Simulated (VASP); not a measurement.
A run of VASP 6.6.1:

Contents of INCAR:

```
SYSTEM = Li
  ALGO = Normal
  EDIFF = 1E-7
  ENCUT = 520
  GGA = PE
  ISIF = 2
  ISMEAR = -1
  LASPH = .True.
  LCHARG = .False.
  LREAL = Auto
  LWAVE = .False.
  NBANDS = 38
  NELM = 60
  PREC = Accurate
  SIGMA = 0.1
```

KPOINTS

```
k-points
0
Gamma
  2 2 2
  0 0 0
```

Contents of POSCAR:

```
Li
1.0
    7.1295630000     -0.2432020000     -0.5286570000
   -0.2432020000      8.0769060000     -0.0559030000
   -0.5286570000     -0.0559030000      5.8714130000
Li
16
Direct
   -0.0261429191      0.1140498825     -0.0030733499
    0.5421148464     -0.0653840956      0.0135125295
   -0.0062343116      0.4972372391     -0.0222772200
    0.0230650474      0.0451155728      0.5095392872
    0.2840097805      0.1874425664      0.2358414168
    0.5223450696      0.5569792308     -0.0888409336
    0.5579119476     -0.0051894708      0.4203679676
    0.7463345573      0.2829273590      0.2319665600
    0.0672651921      0.4556288915      0.4993059144
    0.2424783627      0.7777979907      0.3851320159
    0.3526359393      0.1740507020      0.7303613992
    0.5571295485      0.6013361539      0.4300407637
    0.8653974171      0.7726338386      0.2616049922
    0.7277502728      0.2592835435      0.6782907290
    0.2137503025      0.8584795437      0.8223901428
    0.7859262793      0.7963269344      0.7587956244
```

Potentials or basis: VASP PAW PBE potentials, release 64 (Li_sv).

Run with:

```sh
$ cat potpaw_PBE.64/Li_sv/POTCAR > POTCAR
$ mpirun -np 1 vasp_std > vasp.out
```

Hardware: 1 thread of Oxide Virtual Turin-like Processor, with other jobs on the host.

Estimate the wall time of this run.

Run time: 4.7 min on 1 thread of Oxide Virtual Turin-like Processor, on a shared host, peak memory 0.33 GiB. Counts: scf iterations 15, k points 8.
